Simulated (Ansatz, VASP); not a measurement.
**In2O3 in VASP and in Ansatz**

```xyz
10
Lattice="2.6875 1.5516 4.7379 -2.6875 1.5516 4.7379 0.0000 -3.1033 4.7379" Properties=species:S:1:pos:R:3 pbc="T T T"
In    0.0000    0.0000    5.0996
In    0.0000    0.0000    2.0073
In    0.0000    0.0000    9.1142
In    0.0000    0.0000   12.2065
O    -1.1039    1.5516    8.2914
O    -0.7918   -1.7318    8.2914
O     1.8957    0.1802    8.2914
O     1.1039   -1.5516    5.9224
O     0.7918    1.7318    5.9224
O    -1.8957   -0.1802    5.9224
```

Change from the starting cell: volume scaled by 0.94, ions relaxed.

Alike in both runs: functional PBE; k mesh 7 × 7 × 7; occupations fermi-dirac, width 0.02 eV; no spin polarisation.

Ansatz relaxed the structure, and its values are those at the end. VASP's run is a single point on that final structure, the one shown.

|  | VASP | Ansatz |
| --- | --- | --- |
| version | VASP 6.6.1 | Ansatz 0.2.0 |
| potentials or method | VASP PAW PBE potentials, release 64 (In_d, O) | plane-wave PAW, scalar-relativistic |
| plane-wave cutoff (eV) | 520 | 420 |
| valence electrons in the cell | 88 | 88 |

```tsv
	VASP	Ansatz	Ansatz less VASP
gap on the k mesh at the Fermi level (eV)	1.66	1.67	+0.008
pressure (GPa)	22.5	21.8	-0.67
rms of the force components (eV/Å)	0.008	0.001	-0.0073
```

Ansatz's warnings: stress scf threshold loose.
